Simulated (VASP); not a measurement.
# BP (F-43m) in VASP: notebook

Runs on BP. Level: PBE. Tasks: single point.

All numbers are computed with VASP 6.6.1; they aren't measurements. Logs are shortened: lines on timing, memory, paths and dates and some standing lists are left out, and cuts for length are marked.

## 1. The cell of the first run

Symmetry: F-43m, No. 216, cubic system. The conventional cell has a = 4.598 Å, b = 4.598 Å, c = 4.598 Å, α = 90.00°, β = 90.00°, γ = 90.00°. B (site symmetry -43m) has 4 P at 1.99 Å within 2.6 Å. Within 2.6 Å of P (site symmetry -43m) lie 4 B at 1.99 Å.

## 2. Single point, PBE

The input, INCAR:

```
  PREC = Accurate
  ENCUT = 500
  EDIFF = 1E-6
  ISMEAR = 0
  SIGMA = 0.01
  LREAL = F
  LASPH = T
  NELM = 120
  ALGO = Normal
  ISIF = 2
  LWAVE = F
  LCHARG = T
  GGA = PE
  LELF = T
  LVHAR = T
  NBANDS = 11
  GGA_COMPAT = F
```

The input, KPOINTS:

```
Automatic mesh
0
Gamma
  3 3 3
```

The input, POSCAR:

```
BP
1.0
    0.0000000000      2.2988586873      2.2988586873
    2.2988586873      0.0000000000      2.2988586873
    2.2988586873      2.2988586873      0.0000000000
B P
1 1
Direct
    0.0000000000      0.0000000000      0.0000000000
    0.2500000000      0.2500000000      0.2500000000
```

Potentials or basis: VASP PAW PBE potentials, release 64 (B, P).

The run is started by

```
> cat potpaw_PBE.64/B/POTCAR potpaw_PBE.64/P/POTCAR > POTCAR
> mpirun -np 1 vasp_std > vasp.out
```

OUTCAR:

```text
PREC = Accurate
   ENCUT = 500
   EDIFF = 1E-6
   ISMEAR = 0
   LREAL = F
   LASPH = T
   NELM = 120
   ISIF = 2
   GGA = PE

 ion  position               nearest neighbor table
   1  0.000  0.000  0.000-   2 1.99   2 1.99   2 1.99   2 1.99
   2  0.250  0.250  0.250-   1 1.99   1 1.99   1 1.99   1 1.99

  LATTYP: Found a face centered cubic cell.
 ALAT       =     4.5977173746

  Lattice vectors:

 A1 = (   0.0000000000,   2.2988586873,   2.2988586873)
 A2 = (   2.2988586873,   0.0000000000,   2.2988586873)
 A3 = (   2.2988586873,   2.2988586873,   0.0000000000)

Analysis of symmetry for initial positions (statically):
=====================================================================
 Subroutine PRICEL returns:
 Original cell was already a primitive cell.

 Routine SETGRP: Setting up the symmetry group for a
 face centered cubic supercell.

 Subroutine GETGRP returns: Found 24 space group operations
 (whereof 24 operations were pure point group operations)
 out of a pool of 48 trial point group operations.

The static configuration has the point symmetry T_d .

Analysis of symmetry for dynamics (positions and initial velocities):
=====================================================================
 Subroutine PRICEL returns:
 Original cell was already a primitive cell.

 Routine SETGRP: Setting up the symmetry group for a
 face centered cubic supercell.

 Subroutine GETGRP returns: Found 24 space group operations
 (whereof 24 operations were pure point group operations)
 out of a pool of 48 trial point group operations.

The dynamic configuration has the point symmetry T_d .

 Subroutine INISYM returns: Found 24 space group operations
 (whereof 24 operations are pure point group operations),
 and found     1 'primitive' translations

----------------------------------------------------------------------------------------

                                     Primitive cell

  volume of cell :      24.2978

  direct lattice vectors                    reciprocal lattice vectors
     0.000000000  2.298858687  2.298858687    -0.217499232  0.217499232  0.217499232
     2.298858687  0.000000000  2.298858687     0.217499232 -0.217499232  0.217499232
     2.298858687  2.298858687  0.000000000     0.217499232  0.217499232 -0.217499232

  length of vectors
     3.251077134  3.251077134  3.251077134     0.376719721  0.376719721  0.376719721

  position of ions in fractional coordinates (direct lattice)
     0.000000000  0.000000000  0.000000000
     0.250000000  0.250000000  0.250000000

  ion indices of the primitive-cell ions
   primitive index   ion index
                 1           1
                 2           2

----------------------------------------------------------------------------------------

 KPOINTS: Automatic mesh

Automatic generation of k-mesh.
 Grid dimensions read from file:
 generate k-points for:    3    3    3

 Generating k-lattice:

  Cartesian coordinates                     Fractional coordinates (reciprocal lattice)
    -0.072499744  0.072499744  0.072499744     0.333333333  0.000000000  0.000000000
     0.072499744 -0.072499744  0.072499744     0.000000000  0.333333333  0.000000000
     0.072499744  0.072499744 -0.072499744     0.000000000  0.000000000  0.333333333

  Length of vectors
     0.125573240  0.125573240  0.125573240

  Shift w.r.t. Gamma in fractional coordinates (k-lattice)
     0.000000000  0.000000000  0.000000000

 Subroutine IBZKPT returns following result:
 ===========================================

 Found      4 irreducible k-points:

 Following reciprocal coordinates:
            Coordinates               Weight
  0.000000  0.000000  0.000000      1.000000
  0.333333  0.000000  0.000000      8.000000
  0.333333  0.333333  0.000000      6.000000
 -0.333333  0.333333  0.000000     12.000000
   k-points           NKPTS =      4   k-points in BZ     NKDIM =      4   number of bands    NBANDS=     11
   number of dos      NEDOS =    301   number of ions     NIONS =      2
   total plane-waves  NPLWV =  13824
   dimension x,y,z NGX =    24 NGY =   24 NGZ =   24
   dimension x,y,z NGXF=    48 NGYF=   48 NGZF=   48
   ions per type =               1   1
   NGX,Y,Z   is equivalent  to a cutoff of  12.27, 12.27, 12.27 a.u.
   NGXF,Y,Z  is equivalent  to a cutoff of  24.55, 24.55, 24.55 a.u.
 SYSTEM =  unknown system
   PREC   = accura    normal or accurate (medium, high low for compatibility)
   ISTART =      0    job   : 0-new  1-cont  2-samecut
   ICHARG =      2    charge: 1-file 2-atom 10-const
   ISPIN  =      1    spin polarized calculation?
   LNONCOLLINEAR =      F non collinear calculations
   LSORBIT =      F    spin-orbit coupling
   LASPH  =      T    aspherical Exc in radial PAW
   ENCUT  =  500.0 eV  36.75 Ry    6.06 a.u.   5.93  5.93  5.93*2*pi/ulx,y,z
   NELM   =    120;   NELMIN=  2; NELMDL= -5     # of ELM steps
   EDIFF  = 0.1E-05   stopping-criterion for ELM
   LREAL  =      F    real-space projection
   EDIFFG = 0.1E-04   stopping-criterion for IOM
   NSW    =      0    number of steps for IOM
   IBRION =     -1    ionic relax: 0-MD 1-quasi-New 2-CG
   NFREE  =      0    steps in history (QN), initial steepest desc. (CG)
   ISIF   =      2    stress and relaxation
   ISYM   =      2    0-nonsym 1-usesym 2-fastsym
   POTIM  = 0.5000    time-step for ionic-motion
   TEBEG  =    0.0;   TEEND  =   0.0 temperature during run
   PSTRESS=    0.0 pullay stress
   NELECT =       8.0000    total number of electrons
   NUPDOWN=      -1.0000    fix difference up-down
   EMIN   =  10.00;   EMAX   =-10.00  energy-range for DOS
   EFERMI =   0.00;   METHOD = LEGACY
   ISMEAR =     0;   SIGMA  =   0.01  broadening in eV -4-tet -1-fermi 0-gaus
   EFERMI_NEDOS =   21; number of points for ismear=-14 and -15
   IALGO  =     38    algorithm
   IMIX   =      4    mixing-type and parameters
     AMIX     =   0.40;   BMIX     =  1.00
     AMIX_MAG =   1.60;   BMIX_MAG =  1.00
  volume/ion in A,a.u.               =      12.15        81.98
  Fermi-wavevector in a.u.,A,eV,Ry     =   1.130444  2.136230 17.386948  1.277905
  Thomas-Fermi vector in A             =   2.267141
   LORBIT       =      0    0 simple, 1 ext, 2 COOP (PROOUT), +10 PAW based schemes
   GGA     = PE    functional components
   LHFCALC =     F    Hartree Fock is set to
   AEXX    =    0.0000 exact exchange contribution
   IVDW    =     0    specifies the selected vdW correction
   LEPSILON=     F    determine dielectric tensor
   LRPA    =     F    only Hartree local field effects (RPA)
 non-spin polarized calculation
 Gauss-broadening in eV      SIGMA  =   0.01
  energy-cutoff  :      500.00
  volume of cell :       24.30
 maximum number of plane-waves:       624
   NGX = 11   NGY = 11   NGZ = 11

 number of electron       7.9999999 magnetization

 Free energy of the ion-electron system (eV)
  ---------------------------------------------------
  ext. energy  EPLUGINS =         0.00000000
  ---------------------------------------------------
  free energy    TOTEN  =       -12.31163023 eV

  energy without entropy =      -12.31163023  energy(sigma->0) =      -12.31163023

 E-fermi :   7.1440     XC(G=0): -10.6853

 val. band max:        7.0836412018   @ k =   0.0000   0.0000   0.0000
 cond. band min:       8.4580431713   @ k =   0.3333   0.3333   0.0000
 fundamental gap:      1.3744019695
 Fermi energy:         7.1440128938

 k-point     1 :       0.0000    0.0000    0.0000
  band No.  band energies     occupation
      1      -8.0658      2.00000
      2       7.0836      2.00000
      3       7.0836      2.00000
      4       7.0836      2.00000
      5      10.3843      0.00000
      6      10.3843      0.00000
      7      10.3843      0.00000
      8      13.8738      0.00000
      9      18.3123      0.00000
     10      19.0357      0.00000
     11      19.0357      0.00000

 k-point     2 :       0.3333    0.0000    0.0000
  band No.  band energies     occupation
      1      -6.2162      2.00000
      2       0.4994      2.00000
      3       5.6469      2.00000
      4       5.6469      2.00000
      5      10.7459      0.00000
      6      11.8395      0.00000
      7      11.8395      0.00000
      8      16.9411      0.00000
      9      18.7799      0.00000
     10      18.7799      0.00000
     11      20.1159      0.00000

 k-point     3 :       0.3333    0.3333    0.0000
  band No.  band energies     occupation
      1      -5.5603      2.00000
      2       1.5315      2.00000
      3       3.6913      2.00000
      4       3.6913      2.00000
      5       8.4580      0.00000
      6      10.3699      0.00000
      7      16.4121      0.00000
      8      16.4121      0.00000
      9      20.2298      0.00000
     10      21.7019      0.00000
     11      23.7476      0.00000

 k-point     4 :      -0.3333    0.3333    0.0000
  band No.  band energies     occupation
      1      -3.8248      2.00000
      2      -0.6023      2.00000
      3       0.9577      2.00000
      4       4.1101      2.00000
      5       9.6962      0.00000
      6      15.1468      0.00000
      7      15.3918      0.00000
      8      16.5360      0.00000
      9      17.1551      0.00000
     10      18.6771      0.00000
     11      25.1555      0.00000

------------------------ aborting loop because EDIFF is reached ----------------------------------------

  FORCE on cell =-STRESS in cart. coord.  units (eV):
  Direction    XX          YY          ZZ          XY          YZ          ZX
  --------------------------------------------------------------------------------------
  -------------------------------------------------------------------------------------
  Total       -0.2702350     -0.2702350     -0.2702350     -0.0000000     -0.0000000      0.0000000
  in kB      -17.8190811    -17.8190811    -17.8190811     -0.0000000     -0.0000000      0.0000000
  external PRESSURE =     -17.8190811 kB  Pullay stress =       0.0000000 kB

 VOLUME and BASIS-vectors are now :
 -----------------------------------------------------------------------------
  energy-cutoff  :      500.00
  volume of cell :       24.30
      direct lattice vectors                 reciprocal lattice vectors
     0.000000000  2.298858687  2.298858687    -0.217499232  0.217499232  0.217499232
     2.298858687  0.000000000  2.298858687     0.217499232 -0.217499232  0.217499232
     2.298858687  2.298858687  0.000000000     0.217499232  0.217499232 -0.217499232

 POSITION                                       TOTAL-FORCE (eV/Angst)
 -----------------------------------------------------------------------------------
      0.00000      0.00000      0.00000        -0.000000     -0.000000      0.000000
      1.14943      1.14943      1.14943         0.000000      0.000000     -0.000000
 -----------------------------------------------------------------------------------
    total drift:                                0.000000      0.000000      0.000000

  FREE ENERGIE OF THE ION-ELECTRON SYSTEM (eV)
  ---------------------------------------------------
  free  energy   TOTEN  =       -12.3116302347 eV

  energy  without entropy=      -12.3116302347  energy(sigma->0) =      -12.31163023
```

It took 1.4 s on 1 thread of Intel Xeon 6975P-C (Granite Rapids), shared host; peak memory 0.12 GiB.

Results:

```yaml
Free_energy: -12.3116 eV
Pressure: -1.8 GPa
Band_gap_on_the_k_mesh: 1.37 eV, indirect (least direct gap 3.30 eV)
```

Caveat: the k points lie up to 0.79 Å⁻¹ apart.

## 3. Single point, PBE

This run uses another cell than the first one, of 12.62 Å³/atom, 1.038 times its volume.

The input, INCAR:

```
SYSTEM = BP
PREC = Accurate
ENCUT = 500
EDIFF = 1E-6
ISMEAR = 0
SIGMA = 0.01
LREAL = .False.
LASPH = .True.
NELM = 120
ALGO = Normal
ISIF = 2
LWAVE = .False.
LCHARG = .False.
GGA = PE
NBANDS = 11
GGA_COMPAT = .False.
```

The input, KPOINTS:

```
Automatic mesh
0
Gamma
  3 3 3
  0 0 0
```

The input, POSCAR:

```
BP
1.0
    0.0000000000      2.3279612538      2.3279612538
    2.3279612538      0.0000000000      2.3279612538
    2.3279612538      2.3279612538      0.0000000000
B P
1 1
Direct
    0.0000000000      0.0000000000      0.0000000000
    0.2500000000      0.2500000000      0.2500000000
```

Potentials or basis: VASP PAW PBE potentials, release 64 (B, P).

The run is started by

```
> cat potpaw_PBE.64/B/POTCAR potpaw_PBE.64/P/POTCAR > POTCAR
> mpirun -np 1 vasp_std > vasp.out
```

OUTCAR:

```text
SYSTEM = BP
   PREC = Accurate
   ENCUT = 500
   EDIFF = 1E-6
   ISMEAR = 0
   LREAL = .False.
   LASPH = .True.
   NELM = 120
   ISIF = 2
   GGA = PE

 ion  position               nearest neighbor table
   1  0.000  0.000  0.000-   2 2.02   2 2.02   2 2.02   2 2.02
   2  0.250  0.250  0.250-   1 2.02   1 2.02   1 2.02   1 2.02

  LATTYP: Found a face centered cubic cell.
 ALAT       =     4.6559225076

  Lattice vectors:

 A1 = (   0.0000000000,   2.3279612538,   2.3279612538)
 A2 = (   2.3279612538,   0.0000000000,   2.3279612538)
 A3 = (   2.3279612538,   2.3279612538,   0.0000000000)

Analysis of symmetry for initial positions (statically):
=====================================================================
 Subroutine PRICEL returns:
 Original cell was already a primitive cell.

 Routine SETGRP: Setting up the symmetry group for a
 face centered cubic supercell.

 Subroutine GETGRP returns: Found 24 space group operations
 (whereof 24 operations were pure point group operations)
 out of a pool of 48 trial point group operations.

The static configuration has the point symmetry T_d .

Analysis of symmetry for dynamics (positions and initial velocities):
[... 148 lines left out ...]
      2       6.6517      2.00000
      3       6.6517      2.00000
      4       6.6517      2.00000
      5       9.9081      0.00000
      6       9.9081      0.00000
      7       9.9081      0.00000
      8      12.8915      0.00000
      9      17.6492      0.00000
     10      18.5054      0.00000
     11      18.5054      0.00000
[... 29 lines left out ...]
 k-point     4 :      -0.3333    0.3333    0.0000
  band No.  band energies     occupation
      1      -4.1077      2.00000
      2      -0.8749      2.00000
      3       0.7592      2.00000
      4       3.7784      2.00000
      5       9.2819      0.00000
      6      14.5694      0.00000
      7      14.7683      0.00000
      8      15.8120      0.00000
      9      16.4465      0.00000
     10      18.1448      0.00000
     11      24.1793      0.00000

------------------------ aborting loop because EDIFF is reached ----------------------------------------

  FORCE on cell =-STRESS in cart. coord.  units (eV):
  Direction    XX          YY          ZZ          XY          YZ          ZX
  --------------------------------------------------------------------------------------
  -------------------------------------------------------------------------------------
  Total       -1.1082087     -1.1082087     -1.1082087      0.0000000      0.0000000     -0.0000000
  in kB      -70.3679498    -70.3679498    -70.3679498      0.0000000      0.0000000     -0.0000000
  external PRESSURE =     -70.3679498 kB  Pullay stress =       0.0000000 kB

 VOLUME and BASIS-vectors are now :
 -----------------------------------------------------------------------------
  energy-cutoff  :      500.00
  volume of cell :       25.23
      direct lattice vectors                 reciprocal lattice vectors
     0.000000000  2.327961254  2.327961254    -0.214780207  0.214780207  0.214780207
     2.327961254  0.000000000  2.327961254     0.214780207 -0.214780207  0.214780207
     2.327961254  2.327961254  0.000000000     0.214780207  0.214780207 -0.214780207

 POSITION                                       TOTAL-FORCE (eV/Angst)
 -----------------------------------------------------------------------------------
      0.00000      0.00000      0.00000         0.000000      0.000000      0.000000
      1.16398      1.16398      1.16398        -0.000000     -0.000000     -0.000000
 -----------------------------------------------------------------------------------
    total drift:                                0.000000      0.000000      0.000000

  FREE ENERGIE OF THE ION-ELECTRON SYSTEM (eV)
  ---------------------------------------------------
  free  energy   TOTEN  =       -12.2858267742 eV

  energy  without entropy=      -12.2858267742  energy(sigma->0) =      -12.28582677
```

OSZICAR:

```text
N       E                     dE             d eps       ncg     rms          rms(c)
DAV:   1     0.328099636572E+01    0.32810E+01   -0.33561E+03    96   0.587E+02
DAV:   2    -0.125424888466E+02   -0.15823E+02   -0.15517E+02   111   0.966E+01
DAV:   3    -0.129277612861E+02   -0.38527E+00   -0.38503E+00   106   0.127E+01
DAV:   4    -0.129292468898E+02   -0.14856E-02   -0.14854E-02    97   0.100E+00
DAV:   5    -0.129292577743E+02   -0.10885E-04   -0.10885E-04   111   0.812E-02    0.656E+00
DAV:   6    -0.123774295328E+02    0.55183E+00   -0.14488E+00    97   0.480E+00    0.353E+00
DAV:   7    -0.122931788427E+02    0.84251E-01   -0.16896E-01   102   0.206E+00    0.133E+00
DAV:   8    -0.122848679237E+02    0.83109E-02   -0.30632E-02    91   0.986E-01    0.208E-01
DAV:   9    -0.122854175726E+02   -0.54965E-03   -0.93001E-04    97   0.190E-01    0.138E-01
DAV:  10    -0.122858084559E+02   -0.39088E-03   -0.43569E-04    94   0.132E-01    0.317E-02
DAV:  11    -0.122858254040E+02   -0.16948E-04   -0.20238E-05   108   0.285E-02    0.381E-02
DAV:  12    -0.122858269255E+02   -0.15215E-05   -0.67990E-06    94   0.127E-02    0.170E-02
DAV:  13    -0.122858267742E+02    0.15122E-06   -0.18845E-07    47   0.286E-03
   1 F= -.12285827E+02 E0= -.12285827E+02  d E =-.214730E-29
```

stdout:

```text
POSCAR found type information on POSCAR B P
 POSCAR found :  2 types and       2 ions
 scaLAPACK will be used
 LDA part: xc-table for (Slater+PW92), standard interpolation
 POSCAR, INCAR and KPOINTS ok, starting setup
 FFT: planning ... GRIDC
 FFT: planning ... GRID_SOFT
 FFT: planning ... GRID
 WAVECAR not read
 entering main loop
```

Run time: 1.3 s. Hardware: 1 thread of Intel Xeon 6975P-C (Granite Rapids), shared host; peak memory 0.12 GiB.

Results:

| Property | Result |
| --- | --- |
| Free energy | -12.2858 eV |
| Pressure | -7.0 GPa |
| Band gap on the k mesh | 1.41 eV, indirect (least direct gap 3.26 eV) |

Caveat: the k points lie up to 0.78 Å⁻¹ apart.

(Continued in part 2 of 2.)
